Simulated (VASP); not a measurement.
# Li2Se (Fm-3m) in VASP: notebook

Li2Se is run at these levels: PBE, HSE06+D3(BJ), PBE-based global hybrid with 40 % exact exchange; tasks: single point.

Everything below comes from runs of VASP 6.6.1. Logs are shortened: lines on timing, memory, paths and dates and some standing lists are left out, and cuts for length are marked.

## (1) The cell of the first run

The structure is cubic, space group Fm-3m (No. 225). The conventional cell has a = 6.005 Å, b = 6.005 Å, c = 6.005 Å, α = 90.00°, β = 90.00°, γ = 90.00°. Within 3.4 Å of Li (site symmetry -43m) lie 4 Se at 2.60 Å and 6 Li at 3.00 Å. Within 3.4 Å of Se (site symmetry m-3m) lie 8 Li at 2.60 Å.

## (2) Single point, PBE

INCAR reads:

```
PREC     = Accurate       # precision mode
ENCUT    = 750            # plane-wave cutoff, eV
EDIFF    = 1E-6           # SCF threshold, eV
ISMEAR   = 0              # smearing method
SIGMA    = 0.05           # smearing width, eV
LREAL    = F              # projectors in reciprocal space
LASPH    = T              # aspherical terms in the spheres
NELM     = 120            # most SCF steps
ALGO     = Normal         # electronic algorithm
ISIF     = 2              # what is computed and relaxed
LWAVE    = F              # write WAVECAR
LCHARG   = T              # write CHGCAR
GGA      = PE             # functional
LELF     = T              # ELF
LVHAR    = T            
NBANDS   = 13             # bands
GGA_COMPAT= F
```

KPOINTS reads:

```
regular mesh
0
Gamma
  8 8 8
```

POSCAR reads:

```
Li2Se
1.0
    0.0000000000      3.0024997683      3.0024997683
    3.0024997683      0.0000000000      3.0024997683
    3.0024997683      3.0024997683      0.0000000000
Li Se
2 1
Direct
    0.2500000000      0.2500000000      0.2500000000
    0.7500000000      0.7500000000      0.7500000000
    0.0000000000      0.0000000000      0.0000000000
```

Potentials or basis: VASP PAW PBE potentials, release 64 (Li_sv, Se).

Command:

```bash
$ cat potpaw_PBE.64/Li_sv/POTCAR potpaw_PBE.64/Se/POTCAR > POTCAR
$ mpirun -np 1 vasp_std > vasp.out
```

OUTCAR:

```text
PREC = Accurate
   ENCUT = 750
   EDIFF = 1E-6
   ISMEAR = 0
   LREAL = F
   LASPH = T
   NELM = 120
   ISIF = 2
   GGA = PE

 ion  position               nearest neighbor table
   1  0.250  0.250  0.250-   3 2.60   3 2.60   3 2.60   3 2.60
   2  0.750  0.750  0.750-   3 2.60   3 2.60   3 2.60   3 2.60
   3  0.000  0.000  0.000-   2 2.60   2 2.60   2 2.60   1 2.60   2 2.60   1 2.60   1 2.60   1 2.60

  LATTYP: Found a face centered cubic cell.
 ALAT       =     6.0049995366

  Lattice vectors:

 A1 = (   0.0000000000,   3.0024997683,   3.0024997683)
 A2 = (   3.0024997683,   0.0000000000,   3.0024997683)
 A3 = (   3.0024997683,   3.0024997683,   0.0000000000)

Analysis of symmetry for initial positions (statically):
=====================================================================
 Subroutine PRICEL returns:
 Original cell was already a primitive cell.

 Routine SETGRP: Setting up the symmetry group for a
 face centered cubic supercell.

 Subroutine GETGRP returns: Found 48 space group operations
 (whereof 48 operations were pure point group operations)
 out of a pool of 48 trial point group operations.

The static configuration has the point symmetry O_h .

Analysis of symmetry for dynamics (positions and initial velocities):
=====================================================================
 Subroutine PRICEL returns:
 Original cell was already a primitive cell.

 Routine SETGRP: Setting up the symmetry group for a
 face centered cubic supercell.

 Subroutine GETGRP returns: Found 48 space group operations
 (whereof 48 operations were pure point group operations)
 out of a pool of 48 trial point group operations.

The dynamic configuration has the point symmetry O_h .

 Subroutine INISYM returns: Found 48 space group operations
 (whereof 48 operations are pure point group operations),
 and found     1 'primitive' translations

----------------------------------------------------------------------------------------

                                     Primitive cell

  volume of cell :      54.1351

  direct lattice vectors                    reciprocal lattice vectors
     0.000000000  3.002499768  3.002499768    -0.166527906  0.166527906  0.166527906
     3.002499768  0.000000000  3.002499768     0.166527906 -0.166527906  0.166527906
     3.002499768  3.002499768  0.000000000     0.166527906  0.166527906 -0.166527906

  length of vectors
     4.246175893  4.246175893  4.246175893     0.288434795  0.288434795  0.288434795

  position of ions in fractional coordinates (direct lattice)
     0.250000000  0.250000000  0.250000000
     0.750000000  0.750000000  0.750000000
     0.000000000  0.000000000  0.000000000

  ion indices of the primitive-cell ions
   primitive index   ion index
                 1           1
                 2           2
                 3           3

----------------------------------------------------------------------------------------

 KPOINTS: regular mesh

Automatic generation of k-mesh.
 Grid dimensions read from file:
 generate k-points for:    8    8    8

 Generating k-lattice:

  Cartesian coordinates                     Fractional coordinates (reciprocal lattice)
    -0.020815988  0.020815988  0.020815988     0.125000000  0.000000000  0.000000000
     0.020815988 -0.020815988  0.020815988     0.000000000  0.125000000  0.000000000
     0.020815988  0.020815988 -0.020815988     0.000000000  0.000000000  0.125000000

  Length of vectors
     0.036054349  0.036054349  0.036054349

  Shift w.r.t. Gamma in fractional coordinates (k-lattice)
     0.000000000  0.000000000  0.000000000

 Subroutine IBZKPT returns following result:
 ===========================================

 Found     29 irreducible k-points:

 Following reciprocal coordinates:
            Coordinates               Weight
  0.000000  0.000000  0.000000      1.000000
  0.125000  0.000000  0.000000      8.000000
  0.250000  0.000000  0.000000      8.000000
  0.375000  0.000000  0.000000      8.000000
  0.500000  0.000000  0.000000      4.000000
  0.125000  0.125000  0.000000      6.000000
[... 16 lines left out ...]
  0.500000  0.250000  0.125000     48.000000
 -0.375000  0.250000  0.125000     24.000000
 [... further k-points ...]
   k-points           NKPTS =     29   k-points in BZ     NKDIM =     29   number of bands    NBANDS=     13
   number of dos      NEDOS =    301   number of ions     NIONS =      3
   total plane-waves  NPLWV =  64000
   dimension x,y,z NGX =    40 NGY =   40 NGZ =   40
   dimension x,y,z NGXF=    80 NGYF=   80 NGZF=   80
   ions per type =               2   1
   NGX,Y,Z   is equivalent  to a cutoff of  15.66, 15.66, 15.66 a.u.
   NGXF,Y,Z  is equivalent  to a cutoff of  31.32, 31.32, 31.32 a.u.
 SYSTEM =  unknown system
   PREC   = accura    normal or accurate (medium, high low for compatibility)
   ISTART =      0    job   : 0-new  1-cont  2-samecut
   ICHARG =      2    charge: 1-file 2-atom 10-const
   ISPIN  =      1    spin polarized calculation?
   LNONCOLLINEAR =      F non collinear calculations
   LSORBIT =      F    spin-orbit coupling
   LASPH  =      T    aspherical Exc in radial PAW
   ENCUT  =  750.0 eV  55.12 Ry    7.42 a.u.   9.48  9.48  9.48*2*pi/ulx,y,z
   NELM   =    120;   NELMIN=  2; NELMDL= -5     # of ELM steps
   EDIFF  = 0.1E-05   stopping-criterion for ELM
   LREAL  =      F    real-space projection
   EDIFFG = 0.1E-04   stopping-criterion for IOM
   NSW    =      0    number of steps for IOM
   IBRION =     -1    ionic relax: 0-MD 1-quasi-New 2-CG
   NFREE  =      0    steps in history (QN), initial steepest desc. (CG)
   ISIF   =      2    stress and relaxation
   ISYM   =      2    0-nonsym 1-usesym 2-fastsym
   POTIM  = 0.5000    time-step for ionic-motion
   TEBEG  =    0.0;   TEEND  =   0.0 temperature during run
   PSTRESS=    0.0 pullay stress
   NELECT =      12.0000    total number of electrons
   NUPDOWN=      -1.0000    fix difference up-down
   EMIN   =  10.00;   EMAX   =-10.00  energy-range for DOS
   EFERMI =   0.00;   METHOD = LEGACY
   ISMEAR =     0;   SIGMA  =   0.05  broadening in eV -4-tet -1-fermi 0-gaus
   EFERMI_NEDOS =   21; number of points for ismear=-14 and -15
   IALGO  =     38    algorithm
   IMIX   =      4    mixing-type and parameters
     AMIX     =   0.40;   BMIX     =  1.00
     AMIX_MAG =   1.60;   BMIX_MAG =  1.00
  volume/ion in A,a.u.               =      18.05       121.77
  Fermi-wavevector in a.u.,A,eV,Ry     =   0.990776  1.872296 13.355991  0.981638
  Thomas-Fermi vector in A             =   2.122471
   LORBIT       =      0    0 simple, 1 ext, 2 COOP (PROOUT), +10 PAW based schemes
   GGA     = PE    functional components
   LHFCALC =     F    Hartree Fock is set to
   AEXX    =    0.0000 exact exchange contribution
   IVDW    =     0    specifies the selected vdW correction
   LEPSILON=     F    determine dielectric tensor
   LRPA    =     F    only Hartree local field effects (RPA)
 non-spin polarized calculation
 Gauss-broadening in eV      SIGMA  =   0.05
  energy-cutoff  :      750.00
  volume of cell :       54.14
 maximum number of plane-waves:      2565
 NGX is ok and might be reduce to    40
   NGX = 19   NGY = 19   NGZ = 19

 number of electron      12.0000004 magnetization

 Free energy of the ion-electron system (eV)
  ---------------------------------------------------
  ext. energy  EPLUGINS =         0.00000000
  ---------------------------------------------------
  free energy    TOTEN  =       -11.13102304 eV

  energy without entropy =      -11.13102304  energy(sigma->0) =      -11.13102304

 E-fermi :   1.2074     XC(G=0):  -8.2618

 val. band max:        0.9953836883   @ k =   0.0000   0.0000   0.0000
 cond. band min:       3.9703415376   @ k =   0.5000   0.5000   0.0000
 fundamental gap:      2.9749578493
 Fermi energy:         1.2074174972

 k-point     1 :       0.0000    0.0000    0.0000
  band No.  band energies     occupation
      1     -43.7164      2.00000
      2     -43.6927      2.00000
      3     -10.3937      2.00000
      4       0.9954      2.00000
      5       0.9954      2.00000
      6       0.9954      2.00000
      7       4.3789      0.00000
      8       6.6150      0.00000
      9       6.6150      0.00000
     10       6.6150      0.00000
     11      11.5751      0.00000
     12      11.5751      0.00000
     13      11.9149      0.00000

 k-point     2 :       0.1250    0.0000    0.0000
  band No.  band energies     occupation
      1     -43.7155      2.00000
      2     -43.6935      2.00000
      3     -10.3453      2.00000
      4       0.3439      2.00000
      5       0.9034      2.00000
      6       0.9034      2.00000
      7       4.8683      0.00000
      8       6.8436      0.00000
      9       6.8436      0.00000
     10       6.9780      0.00000
     11      10.3764      0.00000
     12      10.3764      0.00000
     13      12.0122      0.00000

 k-point     3 :       0.2500    0.0000    0.0000
  band No.  band energies     occupation
      1     -43.7128      2.00000
      2     -43.6960      2.00000
      3     -10.2219      2.00000
      4      -0.7605      2.00000
      5       0.7058      2.00000
      6       0.7058      2.00000
      7       5.5190      0.00000
      8       7.1558      0.00000
      9       7.1558      0.00000
     10       7.8759      0.00000
     11      10.0252      0.00000
     12      10.0252      0.00000
     13      12.3612      0.00000

 k-point     4 :       0.3750    0.0000    0.0000
  band No.  band energies     occupation
      1     -43.7088      2.00000
      2     -43.6997      2.00000
      3     -10.0884      2.00000
      4      -1.5987      2.00000
      5       0.5347      2.00000
      6       0.5347      2.00000
      7       5.9424      0.00000
      8       7.0618      0.00000
      9       7.0618      0.00000
     10       8.6572      0.00000
     11      11.0395      0.00000
     12      11.0395      0.00000
     13      12.9675      0.00000

 k-point     5 :       0.5000    0.0000    0.0000
  band No.  band energies     occupation
      1     -43.7042      2.00000
      2     -43.7042      2.00000
      3     -10.0296      2.00000
      4      -1.9056      2.00000
      5       0.4699      2.00000
      6       0.4699      2.00000
      7       6.0992      0.00000
      8       6.9536      0.00000
      9       6.9536      0.00000
     10       8.9383      0.00000
     11      12.4851      0.00000
     12      12.4851      0.00000
     13      13.5694      0.00000
[... 257 lines left out ...]
 k-point    22 :       0.3750    0.2500    0.1250
  band No.  band energies     occupation
      1     -43.7110      2.00000
      2     -43.6975      2.00000
      3     -10.1286      2.00000
      4      -0.8894      2.00000
      5      -0.0286      2.00000
      6       0.4509      2.00000
      7       5.8087      0.00000
      8       7.3349      0.00000
      9       7.3788      0.00000
     10       8.4697      0.00000
     11       9.3356      0.00000
     12      12.3135      0.00000
     13      13.8393      0.00000

 k-point    23 :       0.5000    0.2500    0.1250
  band No.  band energies     occupation
      1     -43.7078      2.00000
      2     -43.7005      2.00000
      3     -10.0195      2.00000
      4      -1.3959      2.00000
      5      -0.2781      2.00000
      6       0.2100      2.00000
      7       6.1791      0.00000
      8       6.9826      0.00000
      9       8.2353      0.00000
     10       8.7495      0.00000
     11      10.3018      0.00000
     12      12.2234      0.00000
     13      14.0047      0.00000

 k-point    24 :      -0.3750    0.2500    0.1250
  band No.  band energies     occupation
      1     -43.7041      2.00000
      2     -43.7041      2.00000
      3      -9.9721      2.00000
      4      -1.6126      2.00000
      5      -0.3102      2.00000
      6       0.0676      2.00000
      7       6.4017      0.00000
      8       6.7510      0.00000
      9       8.6355      0.00000
     10       9.3587      0.00000
     11      10.3632      0.00000
     12      11.7069      0.00000
     13      13.6091      0.00000

 [... further k-points ...]
[... 5 lines left out ...]
  --------------------------------------------------------------------------------------
  -------------------------------------------------------------------------------------
  Total       -0.0140769     -0.0140769     -0.0140769      0.0000000      0.0000000      0.0000000
  in kB       -0.4166188     -0.4166188     -0.4166188      0.0000000      0.0000000      0.0000000
  external PRESSURE =      -0.4166188 kB  Pullay stress =       0.0000000 kB

 VOLUME and BASIS-vectors are now :
 -----------------------------------------------------------------------------
  energy-cutoff  :      750.00
  volume of cell :       54.14
      direct lattice vectors                 reciprocal lattice vectors
     0.000000000  3.002499768  3.002499768    -0.166527906  0.166527906  0.166527906
     3.002499768  0.000000000  3.002499768     0.166527906 -0.166527906  0.166527906
     3.002499768  3.002499768  0.000000000     0.166527906  0.166527906 -0.166527906

 POSITION                                       TOTAL-FORCE (eV/Angst)
 -----------------------------------------------------------------------------------
      1.50125      1.50125      1.50125        -0.000000     -0.000000     -0.000000
      4.50375      4.50375      4.50375         0.000000      0.000000      0.000000
      0.00000      0.00000      0.00000         0.000000      0.000000     -0.000000
 -----------------------------------------------------------------------------------
    total drift:                                0.000000     -0.000000      0.000000

  FREE ENERGIE OF THE ION-ELECTRON SYSTEM (eV)
  ---------------------------------------------------
  free  energy   TOTEN  =       -11.1310230373 eV

  energy  without entropy=      -11.1310230373  energy(sigma->0) =      -11.13102304
```

Run time: 79 s. Hardware: 1 thread of Oxide Virtual Turin-like, shared host; peak memory 0.21 GiB.

Results:

* Free energy: -11.1310 eV
* Pressure: 0.0 GPa
* Band gap on the k mesh: 2.97 eV (least direct gap 3.38 eV)

A k mesh can miss the band edges. Expect the measured gap to be larger: semilocal functionals such as PBE lack the derivative discontinuity.

(Part 1 of 2 ends here.)
